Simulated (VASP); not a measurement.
# P (P4/mmm) in VASP: notebook

P is run at these levels: PBEsol+D3(BJ); tasks: single point.

Everything below comes from runs of VASP 6.6.1. Logs are shortened: lines on timing, memory, paths and dates and some standing lists are left out, and cuts for length are marked.

### 1 The cell of the first run

It takes space group P4/mmm (No. 123, tetragonal). Conventional cell: a = 4.145 Å, b = 4.145 Å, c = 4.312 Å, α = 90.00°, β = 90.00°, γ = 90.00°. P (site symmetry 4/mmm) has 6 P at 4.14 to 4.31 Å within 5.4 Å.

### 2 Single point, PBEsol+D3(BJ) (strain -0.030 along x and y, -0.015 along z)

INCAR

```
  ALGO = Normal
  EDIFF = 1E-6
  ENCUT = 520
  GGA = PS
  ISIF = 2
  ISMEAR = 0
  IVDW = 12
  LASPH = True
  LCHARG = False
  LREAL = False
  LWAVE = False
  NBANDS = 8
  NELM = 100
  PREC = Accurate
  SIGMA = 0.15
```

KPOINTS

```
k-points
0
Gamma
  12 12 12
```

POSCAR

```
P
1.0
    4.1447177117      0.0000000000      0.0000000000
    0.0000000000      4.1447177117      0.0000000000
    0.0000000000      0.0000000000      4.3123300000
P
1
Direct
    0.0000000000      0.0000000000      0.0000000000
```

Potentials or basis: VASP PAW PBE potentials, release 64 (P).

Started as:

```
cat potpaw_PBE.64/P/POTCAR > POTCAR
mpirun -np 1 vasp_std > vasp.out
```

OUTCAR:

```text
EDIFF = 1E-6
   ENCUT = 520
   GGA = PS
   ISIF = 2
   ISMEAR = 0
   IVDW = 12
   LASPH = True
   LREAL = False
   NELM = 100
   PREC = Accurate
 IVDW          = 12

 ion  position               nearest neighbor table
   1  0.000  0.000  0.000-

  LATTYP: Found a simple tetragonal cell.
 ALAT       =     4.1447177117
 C/A-ratio  =     1.0404399768

  Lattice vectors:

 A1 = (   4.1447177117,   0.0000000000,   0.0000000000)
 A2 = (   0.0000000000,   4.1447177117,   0.0000000000)
 A3 = (   0.0000000000,   0.0000000000,   4.3123300000)

Analysis of symmetry for initial positions (statically):
=====================================================================
 Subroutine PRICEL returns:
 Original cell was already a primitive cell.

 Routine SETGRP: Setting up the symmetry group for a
 simple tetragonal supercell.

 Subroutine GETGRP returns: Found 16 space group operations
 (whereof 16 operations were pure point group operations)
 out of a pool of 16 trial point group operations.

The static configuration has the point symmetry D_4h.

Analysis of symmetry for dynamics (positions and initial velocities):
=====================================================================
 Subroutine PRICEL returns:
 Original cell was already a primitive cell.

 Routine SETGRP: Setting up the symmetry group for a
 simple tetragonal supercell.

 Subroutine GETGRP returns: Found 16 space group operations
 (whereof 16 operations were pure point group operations)
 out of a pool of 16 trial point group operations.

The dynamic configuration has the point symmetry D_4h.

 Subroutine INISYM returns: Found 16 space group operations
 (whereof 16 operations are pure point group operations),
 and found     1 'primitive' translations

----------------------------------------------------------------------------------------

                                     Primitive cell

  volume of cell :      74.0802

  direct lattice vectors                    reciprocal lattice vectors
     4.144717712  0.000000000  0.000000000     0.241270955  0.000000000  0.000000000
     0.000000000  4.144717712  0.000000000     0.000000000  0.241270955  0.000000000
     0.000000000  0.000000000  4.312330000     0.000000000  0.000000000  0.231893199

  length of vectors
     4.144717712  4.144717712  4.312330000     0.241270955  0.241270955  0.231893199

  position of ions in fractional coordinates (direct lattice)
     0.000000000  0.000000000  0.000000000

  ion indices of the primitive-cell ions
   primitive index   ion index
                 1           1

----------------------------------------------------------------------------------------

 KPOINTS: k-points

Automatic generation of k-mesh.
 Grid dimensions read from file:
 generate k-points for:   12   12   12

 Generating k-lattice:

  Cartesian coordinates                     Fractional coordinates (reciprocal lattice)
     0.020105913  0.000000000  0.000000000     0.083333333  0.000000000  0.000000000
     0.000000000  0.020105913  0.000000000     0.000000000  0.083333333  0.000000000
     0.000000000  0.000000000  0.019324433     0.000000000  0.000000000  0.083333333

  Length of vectors
     0.020105913  0.020105913  0.019324433

  Shift w.r.t. Gamma in fractional coordinates (k-lattice)
     0.000000000  0.000000000  0.000000000

 Subroutine IBZKPT returns following result:
 ===========================================

 Found    196 irreducible k-points:

 Following reciprocal coordinates:
            Coordinates               Weight
  0.000000  0.000000  0.000000      1.000000
  0.083333  0.000000  0.000000      4.000000
  0.166667  0.000000  0.000000      4.000000
  0.250000  0.000000  0.000000      4.000000
  0.333333  0.000000  0.000000      4.000000
  0.416667  0.000000  0.000000      4.000000
[... 16 lines left out ...]
  0.333333  0.333333  0.000000      4.000000
  0.416667  0.333333  0.000000      8.000000
 [... further k-points ...]
   k-points           NKPTS =    196   k-points in BZ     NKDIM =    196   number of bands    NBANDS=      8
   number of dos      NEDOS =    301   number of ions     NIONS =      1
   total plane-waves  NPLWV =  32768
   dimension x,y,z NGX =    32 NGY =   32 NGZ =   32
   dimension x,y,z NGXF=    64 NGYF=   64 NGZF=   64
   ions per type =               1
   NGX,Y,Z   is equivalent  to a cutoff of  12.84, 12.84, 12.34 a.u.
   NGXF,Y,Z  is equivalent  to a cutoff of  25.67, 25.67, 24.67 a.u.
 SYSTEM =  unknown system
   PREC   = accura    normal or accurate (medium, high low for compatibility)
   ISTART =      0    job   : 0-new  1-cont  2-samecut
   ICHARG =      2    charge: 1-file 2-atom 10-const
   ISPIN  =      1    spin polarized calculation?
   LNONCOLLINEAR =      F non collinear calculations
   LSORBIT =      F    spin-orbit coupling
   LASPH  =      T    aspherical Exc in radial PAW
   ENCUT  =  520.0 eV  38.22 Ry    6.18 a.u.   7.71  7.71  8.02*2*pi/ulx,y,z
   NELM   =    100;   NELMIN=  2; NELMDL= -5     # of ELM steps
   EDIFF  = 0.1E-05   stopping-criterion for ELM
   LREAL  =      F    real-space projection
   EDIFFG = 0.1E-04   stopping-criterion for IOM
   NSW    =      0    number of steps for IOM
   IBRION =     -1    ionic relax: 0-MD 1-quasi-New 2-CG
   NFREE  =      0    steps in history (QN), initial steepest desc. (CG)
   ISIF   =      2    stress and relaxation
   ISYM   =      2    0-nonsym 1-usesym 2-fastsym
   POTIM  = 0.5000    time-step for ionic-motion
   TEBEG  =    0.0;   TEEND  =   0.0 temperature during run
   PSTRESS=    0.0 pullay stress
   NELECT =       5.0000    total number of electrons
   NUPDOWN=      -1.0000    fix difference up-down
   EMIN   =  10.00;   EMAX   =-10.00  energy-range for DOS
   EFERMI =   0.00;   METHOD = LEGACY
   ISMEAR =     0;   SIGMA  =   0.15  broadening in eV -4-tet -1-fermi 0-gaus
   EFERMI_NEDOS =   21; number of points for ismear=-14 and -15
   IALGO  =     38    algorithm
   IMIX   =      4    mixing-type and parameters
     AMIX     =   0.40;   BMIX     =  1.00
     AMIX_MAG =   1.60;   BMIX_MAG =  1.00
  volume/ion in A,a.u.               =      74.08       499.92
  Fermi-wavevector in a.u.,A,eV,Ry     =   0.666547  1.259591  6.044866  0.444285
  Thomas-Fermi vector in A             =   1.740882
   LORBIT       =      0    0 simple, 1 ext, 2 COOP (PROOUT), +10 PAW based schemes
   GGA     = PS    functional components
   LHFCALC =     F    Hartree Fock is set to
   AEXX    =    0.0000 exact exchange contribution
   IVDW    =    12    specifies the selected vdW correction
   LEPSILON=     F    determine dielectric tensor
   LRPA    =     F    only Hartree local field effects (RPA)
 non-spin polarized calculation
 Gauss-broadening in eV      SIGMA  =   0.15
  energy-cutoff  :      520.00
  volume of cell :       74.08
 maximum number of plane-waves:      2020
 NGX is ok and might be reduce to    32
   NGX = 15   NGY = 15   NGZ = 17

 number of electron       5.0000000 magnetization

 Free energy of the ion-electron system (eV)
  ---------------------------------------------------
  ext. energy  EPLUGINS =         0.00000000
  ---------------------------------------------------
  free energy    TOTEN  =        -1.34443817 eV

  energy without entropy =       -1.31076757  energy(sigma->0) =       -1.32760287

 E-fermi :  -2.8780     XC(G=0):  -5.2921

 val. band max:       -2.8796779524   @ k =   0.2500   0.2500   0.3333
 cond. band min:      -2.8758597141   @ k =   0.4167   0.0833   0.2500
 fundamental gap:      0.0038182383
 Fermi energy:        -2.8780116210

 k-point     1 :       0.0000    0.0000    0.0000
  band No.  band energies     occupation
      1     -11.6666      2.00000
      2      -2.4110      0.00001
      3      -2.2131      0.00000
      4      -2.2131      0.00000
      5       1.8347      0.00000
      6       4.5693      0.00000
      7       4.7075      0.00000
      8       9.4310      0.00000

 k-point     2 :       0.0833    0.0000    0.0000
  band No.  band energies     occupation
      1     -11.6527      2.00000
      2      -2.3991      0.00001
      3      -2.3604      0.00000
      4      -2.2019      0.00000
      5       1.9634      0.00000
      6       4.6285      0.00000
      7       4.8295      0.00000
      8       8.8991      0.00000

 k-point     3 :       0.1667    0.0000    0.0000
  band No.  band energies     occupation
      1     -11.6141      2.00000
      2      -2.7191      0.13405
      3      -2.3660      0.00000
      4      -2.1710      0.00000
      5       2.2805      0.00000
      6       4.7578      0.00000
      7       5.1738      0.00000
      8       8.1814      0.00000

 k-point     4 :       0.2500    0.0000    0.0000
  band No.  band energies     occupation
      1     -11.5599      2.00000
      2      -3.1392      1.98620
      3      -2.3196      0.00000
      4      -2.1278      0.00000
      5       2.6840      0.00000
      6       4.9390      0.00000
      7       5.5009      0.00000
      8       7.5508      0.00000

 k-point     5 :       0.3333    0.0000    0.0000
  band No.  band energies     occupation
      1     -11.5037      2.00000
      2      -3.5071      2.00000
      3      -2.2719      0.00000
      4      -2.0835      0.00000
      5       3.1253      0.00000
      6       5.1459      0.00000
      7       5.4717      0.00000
      8       7.0663      0.00000

 k-point     6 :       0.4167    0.0000    0.0000
  band No.  band energies     occupation
      1     -11.4612      2.00000
      2      -3.7533      2.00000
      3      -2.2361      0.00000
      4      -2.0503      0.00000
      5       3.5607      0.00000
      6       5.1329      0.00000
      7       5.3245      0.00000
      8       6.7619      0.00000

 k-point     7 :       0.5000    0.0000    0.0000
  band No.  band energies     occupation
      1     -11.4454      2.00000
      2      -3.8395      2.00000
      3      -2.2228      0.00000
      4      -2.0380      0.00000
      5       3.7999      0.00000
      6       4.8993      0.00000
      7       5.3963      0.00000
      8       6.6581      0.00000
[... 133 lines left out ...]
 k-point    20 :       0.3333    0.2500    0.0000
  band No.  band energies     occupation
      1     -11.4029      2.00000
      2      -3.3570      1.99999
      3      -2.9149      1.27210
      4      -2.1883      0.00000
      5       3.6289      0.00000
      6       4.7949      0.00000
      7       6.4242      0.00000
      8       6.9969      0.00000

 k-point    21 :       0.4167    0.2500    0.0000
  band No.  band energies     occupation
      1     -11.3621      2.00000
      2      -3.5897      2.00000
      3      -2.8631      0.88816
      4      -2.1546      0.00000
      5       3.7831      0.00000
      6       4.6531      0.00000
      7       6.4994      0.00000
      8       6.9812      0.00000

 k-point    22 :       0.5000    0.2500    0.0000
  band No.  band energies     occupation
      1     -11.3469      2.00000
      2      -3.6720      2.00000
      3      -2.8429      0.74044
      4      -2.1421      0.00000
      5       3.8204      0.00000
      6       4.6263      0.00000
      7       6.5482      0.00000
      8       6.8966      0.00000

 k-point    23 :       0.3333    0.3333    0.0000
  band No.  band energies     occupation
      1     -11.3500      2.00000
      2      -3.3106      1.99995
      3      -3.2218      1.99881
      4      -2.1448      0.00000
      5       3.5854      0.00000
      6       4.7568      0.00000
      7       6.8495      0.00000
      8       7.0938      0.00000

 k-point    24 :       0.4167    0.3333    0.0000
  band No.  band energies     occupation
      1     -11.3101      2.00000
      2      -3.5009      2.00000
      3      -3.1994      1.99756
      4      -2.1123      0.00000
      5       3.4285      0.00000
      6       4.9009      0.00000
      7       6.9782      0.00000
      8       7.1220      0.00000

 [... further k-points ...]

------------------------ aborting loop because EDIFF is reached ----------------------------------------

 Edisp (eV)   -0.08852

 E8    (eV) :    -0.0523

  FORCE on cell =-STRESS in cart. coord.  units (eV):
  Direction    XX          YY          ZZ          XY          YZ          ZX
  --------------------------------------------------------------------------------------
  -------------------------------------------------------------------------------------
  Total      -2.32685    -2.32685    -1.98239     0.00000     0.00000     0.00000
  in kB     -50.32429   -50.32429   -42.87434     0.00000     0.00000     0.00000
  external pressure =      -47.84 kB  Pullay stress =        0.00 kB

 VOLUME and BASIS-vectors are now :
 -----------------------------------------------------------------------------
  energy-cutoff  :      520.00
  volume of cell :       74.08
      direct lattice vectors                 reciprocal lattice vectors
     4.144717712  0.000000000  0.000000000     0.241270955  0.000000000  0.000000000
     0.000000000  4.144717712  0.000000000     0.000000000  0.241270955  0.000000000
     0.000000000  0.000000000  4.312330000     0.000000000  0.000000000  0.231893199

 POSITION                                       TOTAL-FORCE (eV/Angst)
 -----------------------------------------------------------------------------------
      0.00000      0.00000      0.00000         0.000000      0.000000      0.000000
 -----------------------------------------------------------------------------------
    total drift:                                0.000000     -0.000000      0.000000

  FREE ENERGIE OF THE ION-ELECTRON SYSTEM (eV)
  ---------------------------------------------------
  free  energy   TOTEN  =        -1.4329623633 eV

  energy  without entropy=       -1.3992917630  energy(sigma->0) =       -1.41612706
```

Run time: 29 s. Hardware: 1 thread of Intel Xeon 6975P-C (Granite Rapids), shared host; peak memory 0.24 GiB.

What came out:

| Item | Value |
| --- | --- |
| Free energy | -1.4330 eV |
| Pressure | -4.8 GPa |
| Band gap on the k mesh | zero (an odd number of electrons rules out a gap without spin polarisation) |
| Dispersion energy per atom | -0.089 eV |

Caveat: the cell differs from its parent crystal (strain -0.030 along x and y, -0.015 along z); the cell stands under tension; the nearest neighbours stand farther apart than a usual bond; the PAW data sets were made with another functional, which shifts forces and pressure a little; an odd number of electrons without spin polarisation forces a metal; a magnetic or distorted state may lie lower.

[end of part 1 of 2]
